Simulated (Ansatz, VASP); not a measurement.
**ZnS in VASP and in Ansatz**

```
Zn S
1.0
    -3.84549    0.00000    0.00000
     0.00000    0.00000   -6.30533
     0.00000   -6.66059    0.00000
Zn S
4 4
Direct
  0.50000 0.99478 0.15541
  0.00000 0.99478 0.65541
  0.00000 0.49478 0.34459
  0.50000 0.49478 0.84459
  0.50000 0.62022 0.17576
  0.00000 0.62022 0.67576
  0.00000 0.12022 0.32424
  0.50000 0.12022 0.82424
```

Alike in both runs: task single point; functional PBE; k mesh 8 × 4 × 4; occupations tetrahedron; no spin polarisation.

```csv
,VASP,Ansatz
version,VASP 6.6.1,Ansatz 0.2.0
potentials or method,"VASP PAW PBE potentials, release 64 (Zn, S), cutoff 520 eV","scalar-relativistic, plane waves, PAW"
valence electrons in the cell,72,72
```

Ansatz gave:

| Quantity | Value |
| --- | --- |
| gap on the k mesh at the Fermi level (eV) | 2.04 |
| pressure (GPa) | -0.1 |
| traceless stress, the component that is largest in VASP (GPa) | 0.19 |
| rms of the force components (eV/Å) | 0.041 |

Task: Which values does VASP return?

Result: gap on the k mesh at the Fermi level (eV): 2.05; pressure (GPa): 0.1; traceless stress, the component that is largest in VASP (GPa): 0.19; rms of the force components (eV/Å): 0.041.

Atom by atom the forces differ by 0.001 eV/Å (rms over components). Ansatz's warnings: band table not solved further, tetrahedron derivatives may miss energy slope.
